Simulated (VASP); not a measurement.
# H (P6_3/mmc) in VASP: single point with PBEsol

Aim: the single point of H with PBEsol.

Program: VASP 6.6.1. These are calculated values, not measurements. Logs are shortened: lines on timing, memory, paths and dates and some standing lists are left out, and cuts for length are marked.

## 1. The cell of the first run

The structure is hexagonal, space group P6_3/mmc (No. 194). The conventional cell has a = 3.840 Å, b = 3.840 Å, c = 5.047 Å, α = 90.00°, β = 90.00°, γ = 120.00°. Within 1.0 Å of H (site symmetry 3m) lie 1 H at 0.74 Å.

## 2. Single point, PBEsol

File INCAR:

```
  PREC = Accurate
  ENCUT = 500
  EDIFF = 1E-6
  ISMEAR = 0
  SIGMA = 0.05
  LREAL = False
  LASPH = True
  NELM = 120
  ALGO = Normal
  ISIF = 2
  LWAVE = False
  LCHARG = False
  GGA = PS
  NBANDS = 10
  GGA_COMPAT = False
```

File KPOINTS:

```
Automatic mesh
0
Gamma
  9 9 6
```

File POSCAR:

```
H
1.0
    3.8401304226      0.0000000000      0.0000000000
   -1.9200652113      3.3256504998      0.0000000000
    0.0000000000      0.0000000000      5.0466615500
H
4
Direct
    0.3333333333      0.6666666667      0.1764958800
    0.6666666667      0.3333333333      0.6764958800
    0.6666666667      0.3333333333      0.8235041200
    0.3333333333      0.6666666667      0.3235041200
```

Potentials or basis: VASP PAW PBE potentials, release 64 (H).

The run is started by

```sh
> cat potpaw_PBE.64/H/POTCAR > POTCAR
> mpirun -np 1 vasp_std > vasp.out
```

OUTCAR:

```text
PREC = Accurate
   ENCUT = 500
   EDIFF = 1E-6
   ISMEAR = 0
   LREAL = False
   LASPH = True
   NELM = 120
   ISIF = 2
   GGA = PS

 ion  position               nearest neighbor table
   1  0.333  0.667  0.176-   4 0.74
   2  0.667  0.333  0.676-   3 0.74
   3  0.667  0.333  0.824-   2 0.74
   4  0.333  0.667  0.324-   1 0.74

  LATTYP: Found a hexagonal cell.
 ALAT       =     3.8401304226
 C/A-ratio  =     1.3141901432

  Lattice vectors:

 A1 = (   3.8401304226,   0.0000000000,   0.0000000000)
 A2 = (  -1.9200652113,   3.3256504998,   0.0000000000)
 A3 = (   0.0000000000,   0.0000000000,   5.0466615500)

Analysis of symmetry for initial positions (statically):
=====================================================================
 Subroutine PRICEL returns:
 Original cell was already a primitive cell.

 Routine SETGRP: Setting up the symmetry group for a
 hexagonal supercell.

 Subroutine GETGRP returns: Found 24 space group operations
 (whereof 12 operations were pure point group operations)
 out of a pool of 24 trial point group operations.

The static configuration has the point symmetry D_3d.
 The point group associated with its full space group is D_6h.

Analysis of symmetry for dynamics (positions and initial velocities):
=====================================================================
 Subroutine PRICEL returns:
 Original cell was already a primitive cell.

 Routine SETGRP: Setting up the symmetry group for a
 hexagonal supercell.

 Subroutine GETGRP returns: Found 24 space group operations
 (whereof 12 operations were pure point group operations)
 out of a pool of 24 trial point group operations.

The dynamic configuration has the point symmetry D_3d.
 The point group associated with its full space group is D_6h.

 Subroutine INISYM returns: Found 24 space group operations
 (whereof 12 operations are pure point group operations),
 and found     1 'primitive' translations

----------------------------------------------------------------------------------------

                                     Primitive cell

  volume of cell :      64.4506

  direct lattice vectors                    reciprocal lattice vectors
     3.840130423  0.000000000  0.000000000     0.260407822  0.150346526  0.000000000
    -1.920065211  3.325650500  0.000000000     0.000000000  0.300693052  0.000000000
     0.000000000  0.000000000  5.046661550     0.000000000  0.000000000  0.198150795

  length of vectors
     3.840130423  3.840130423  5.046661550     0.300693052  0.300693052  0.198150795

  position of ions in fractional coordinates (direct lattice)
     0.333333333  0.666666667  0.176495880
     0.666666667  0.333333333  0.676495880
     0.666666667  0.333333333  0.823504120
     0.333333333  0.666666667  0.323504120

  ion indices of the primitive-cell ions
   primitive index   ion index
                 1           1
                 2           2
                 3           3
                 4           4

----------------------------------------------------------------------------------------

 KPOINTS: Automatic mesh

Automatic generation of k-mesh.
 Grid dimensions read from file:
 generate k-points for:    9    9    6

 Generating k-lattice:

  Cartesian coordinates                     Fractional coordinates (reciprocal lattice)
     0.028934202  0.016705170  0.000000000     0.111111111  0.000000000  0.000000000
     0.000000000  0.033410339  0.000000000     0.000000000  0.111111111  0.000000000
     0.000000000  0.000000000  0.033025133     0.000000000  0.000000000  0.166666667

  Length of vectors
     0.033410339  0.033410339  0.033025133

  Shift w.r.t. Gamma in fractional coordinates (k-lattice)
     0.000000000  0.000000000  0.000000000

 Subroutine IBZKPT returns following result:
 ===========================================

 Found     48 irreducible k-points:

 Following reciprocal coordinates:
            Coordinates               Weight
  0.000000  0.000000  0.000000      1.000000
  0.111111 -0.000000  0.000000      6.000000
  0.222222 -0.000000  0.000000      6.000000
  0.333333 -0.000000  0.000000      6.000000
  0.444444 -0.000000  0.000000      6.000000
  0.111111  0.111111  0.000000      6.000000
[... 16 lines left out ...]
  0.333333  0.222222  0.166667     24.000000
  0.333333  0.333333  0.166667      4.000000
 [... further k-points ...]
   k-points           NKPTS =     48   k-points in BZ     NKDIM =     48   number of bands    NBANDS=     10
   number of dos      NEDOS =    301   number of ions     NIONS =      4
   total plane-waves  NPLWV =  31360
   dimension x,y,z NGX =    28 NGY =   28 NGZ =   40
   dimension x,y,z NGXF=    56 NGYF=   56 NGZF=   80
   ions per type =               4
   NGX,Y,Z   is equivalent  to a cutoff of  12.12, 12.12, 13.18 a.u.
   NGXF,Y,Z  is equivalent  to a cutoff of  24.24, 24.24, 26.35 a.u.
 SYSTEM =  unknown system
   PREC   = accura    normal or accurate (medium, high low for compatibility)
   ISTART =      0    job   : 0-new  1-cont  2-samecut
   ICHARG =      2    charge: 1-file 2-atom 10-const
   ISPIN  =      1    spin polarized calculation?
   LNONCOLLINEAR =      F non collinear calculations
   LSORBIT =      F    spin-orbit coupling
   LASPH  =      T    aspherical Exc in radial PAW
   ENCUT  =  500.0 eV  36.75 Ry    6.06 a.u.   7.00  7.00  9.20*2*pi/ulx,y,z
   NELM   =    120;   NELMIN=  2; NELMDL= -5     # of ELM steps
   EDIFF  = 0.1E-05   stopping-criterion for ELM
   LREAL  =      F    real-space projection
   EDIFFG = 0.1E-04   stopping-criterion for IOM
   NSW    =      0    number of steps for IOM
   IBRION =     -1    ionic relax: 0-MD 1-quasi-New 2-CG
   NFREE  =      0    steps in history (QN), initial steepest desc. (CG)
   ISIF   =      2    stress and relaxation
   ISYM   =      2    0-nonsym 1-usesym 2-fastsym
   POTIM  = 0.5000    time-step for ionic-motion
   TEBEG  =    0.0;   TEEND  =   0.0 temperature during run
   PSTRESS=    0.0 pullay stress
   NELECT =       4.0000    total number of electrons
   NUPDOWN=      -1.0000    fix difference up-down
   EMIN   =  10.00;   EMAX   =-10.00  energy-range for DOS
   EFERMI =   0.00;   METHOD = LEGACY
   ISMEAR =     0;   SIGMA  =   0.05  broadening in eV -4-tet -1-fermi 0-gaus
   EFERMI_NEDOS =   21; number of points for ismear=-14 and -15
   IALGO  =     38    algorithm
   IMIX   =      4    mixing-type and parameters
     AMIX     =   0.40;   BMIX     =  1.00
     AMIX_MAG =   1.60;   BMIX_MAG =  1.00
  volume/ion in A,a.u.               =      16.11       108.73
  Fermi-wavevector in a.u.,A,eV,Ry     =   0.648165  1.224855  5.716059  0.420119
  Thomas-Fermi vector in A             =   1.716710
   LORBIT       =      0    0 simple, 1 ext, 2 COOP (PROOUT), +10 PAW based schemes
   GGA     = PS    functional components
   LHFCALC =     F    Hartree Fock is set to
   AEXX    =    0.0000 exact exchange contribution
   IVDW    =     0    specifies the selected vdW correction
   LEPSILON=     F    determine dielectric tensor
   LRPA    =     F    only Hartree local field effects (RPA)
 non-spin polarized calculation
 Gauss-broadening in eV      SIGMA  =   0.05
  energy-cutoff  :      500.00
  volume of cell :       64.45
 maximum number of plane-waves:      1654
 NGX is ok and might be reduce to    28
   NGX = 13   NGY = 13   NGZ = 19

 number of electron       4.0000004 magnetization

 Free energy of the ion-electron system (eV)
  ---------------------------------------------------
  ext. energy  EPLUGINS =         0.00000000
  ---------------------------------------------------
  free energy    TOTEN  =       -13.04138394 eV

  energy without entropy =      -13.04138394  energy(sigma->0) =      -13.04138394

 E-fermi :  -8.5273     XC(G=0):  -4.4828

 val. band max:       -8.7630422813   @ k =   0.0000   0.0000   0.0000
 cond. band min:       0.5591681268   @ k =   0.0000   0.0000   0.0000
 fundamental gap:      9.3222104081
 Fermi energy:        -8.5273474641

 k-point     1 :       0.0000    0.0000    0.0000
  band No.  band energies     occupation
      1     -10.1836      2.00000
      2      -8.7630      2.00000
      3       0.5592      0.00000
      4       3.2160      0.00000
      5       6.2561      0.00000
      6       7.8364      0.00000
      7       8.3717      0.00000
      8       8.3717      0.00000
      9       9.7966      0.00000
     10       9.7966      0.00000

 k-point     2 :       0.1111   -0.0000    0.0000
  band No.  band energies     occupation
      1     -10.1191      2.00000
      2      -8.7680      2.00000
      3       0.7033      0.00000
      4       3.0191      0.00000
      5       5.6133      0.00000
      6       7.5354      0.00000
      7       7.7005      0.00000
      8       8.3256      0.00000
      9      10.5442      0.00000
     10      10.5669      0.00000

 k-point     3 :       0.2222   -0.0000    0.0000
  band No.  band energies     occupation
      1      -9.9396      2.00000
      2      -8.7935      2.00000
      3       1.1283      0.00000
      4       2.5166      0.00000
      5       4.6267      0.00000
      6       6.7149      0.00000
      7       6.8431      0.00000
      8       8.0557      0.00000
      9      10.7400      0.00000
     10      11.1571      0.00000

 k-point     4 :       0.3333   -0.0000    0.0000
  band No.  band energies     occupation
      1      -9.6910      2.00000
      2      -8.8610      2.00000
      3       1.8024      0.00000
      4       1.9220      0.00000
      5       3.9729      0.00000
      6       5.5869      0.00000
      7       6.2315      0.00000
      8       7.6716      0.00000
      9       9.6671      0.00000
     10      10.8271      0.00000
[... 222 lines left out ...]
 k-point    22 :       0.2222    0.2222    0.1667
  band No.  band energies     occupation
      1      -9.5145      2.00000
      2      -8.9497      2.00000
      3       1.7570      0.00000
      4       1.8098      0.00000
      5       4.0667      0.00000
      6       4.5964      0.00000
      7       6.4929      0.00000
      8       6.8530      0.00000
      9      10.4266      0.00000
     10      11.5739      0.00000

 k-point    23 :       0.3333    0.2222    0.1667
  band No.  band energies     occupation
      1      -9.3196      2.00000
      2      -9.0413      2.00000
      3       1.6419      0.00000
      4       2.3293      0.00000
      5       3.0919      0.00000
      6       4.8900      0.00000
      7       5.7624      0.00000
      8       6.2066      0.00000
      9      10.1721      0.00000
     10      11.1447      0.00000

 k-point    24 :       0.3333    0.3333    0.1667
  band No.  band energies     occupation
      1      -9.1622      2.00000
      2      -9.1622      2.00000
      3       1.8994      0.00000
      4       2.5133      0.00000
      5       2.5133      0.00000
      6       5.2425      0.00000
      7       5.2425      0.00000
      8       5.7691      0.00000
      9       9.8038      0.00000
     10      12.8226      0.00000

 [... further k-points ...]
[... 5 lines left out ...]
  --------------------------------------------------------------------------------------
  -------------------------------------------------------------------------------------
  Total       -0.0692740     -0.0692740      0.8088413      0.0000000      0.0000000      0.0000000
  in kB       -1.7220833     -1.7220833     20.1069938      0.0000000      0.0000000      0.0000000
  external PRESSURE =       5.5542757 kB  Pullay stress =       0.0000000 kB

 VOLUME and BASIS-vectors are now :
 -----------------------------------------------------------------------------
  energy-cutoff  :      500.00
  volume of cell :       64.45
      direct lattice vectors                 reciprocal lattice vectors
     3.840130423  0.000000000  0.000000000     0.260407822  0.150346526  0.000000000
    -1.920065211  3.325650500  0.000000000     0.000000000  0.300693052  0.000000000
     0.000000000  0.000000000  5.046661550     0.000000000  0.000000000  0.198150795

 POSITION                                       TOTAL-FORCE (eV/Angst)
 -----------------------------------------------------------------------------------
     -0.00000      2.21710      0.89071        -0.000000     -0.000000     -0.608461
      1.92007      1.10855      3.41405         0.000000      0.000000     -0.608461
      1.92007      1.10855      4.15595         0.000000      0.000000      0.608461
     -0.00000      2.21710      1.63262        -0.000000      0.000000      0.608461
 -----------------------------------------------------------------------------------
    total drift:                                0.000000     -0.000000      0.000000

  FREE ENERGIE OF THE ION-ELECTRON SYSTEM (eV)
  ---------------------------------------------------
  free  energy   TOTEN  =       -13.0413839357 eV

  energy  without entropy=      -13.0413839357  energy(sigma->0) =      -13.04138394
```

Run time: 35 s. Hardware: 1 thread of Intel Xeon 8259CL, shared host; peak memory 0.17 GiB.

What came out:

```
Free energy            : -13.0414 eV
Pressure               : 0.6 GPa
Largest force          : 0.608 eV/Å
Band gap on the k mesh : 9.32 eV
```

Forces on the atoms (eV/Å):
```
H    0.000  0.000 -0.608
H    0.000  0.000 -0.608
H    0.000  0.000  0.608
H    0.000  0.000  0.608
```

Stress tensor (GPa, compression positive):
```
-0.17  0.00  0.00
 0.00 -0.17  0.00
 0.00  0.00  2.01
```

Caveat: this functional lacks dispersion, which holds the molecules together, so the pressure and a relaxed volume are unreliable; the PAW data sets were made with another functional, which shifts forces and pressure a little; an odd mesh through Γ misses points on the zone boundary, where band edges can lie.
